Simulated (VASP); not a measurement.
**Ge: single point with LDA**

Ge:

```
Ge
1.0
    -1.62606    1.62606    1.62606
     1.62606   -1.62606    1.62606
     1.62606    1.62606   -1.62606
Ge
1
Direct
  0.00000 0.00000 0.00000
```

This isn't the form of Ge at room conditions, which is diamond.

```yaml
Program: VASP 6.6.1
Task: single point
Functional: LDA
Potentials_or_basis: VASP PAW LDA potentials, release 64 (Ge_d)
Cutoff: 520 eV
k_mesh: 15 × 15 × 15
Occupations: fermi-dirac, width 0.1 eV
Spin: no spin polarisation
Dipole_correction: no
Further_INCAR_settings: ALGO = Normal; EDIFF = 1e-07; NBANDS = 13
```

* Pressure: 2.9 GPa
* Band gap on the k mesh: zero (bands 7 and 8 overlap by 13.37 eV)

Levels at points of the mesh, in eV from the Fermi level:
```csv
k point,band 5,band 6,band 7,band 8,band 9,band 10
"(0.00, 0.00, 0.00)",-24.74,-13.94,10.03,10.03,10.03,15.77
```

It took 10 s on 1 thread of Intel(R) Xeon(R) Platinum 8488C (Sapphire Rapids), with other jobs on the host, peak memory 0.14 GiB.
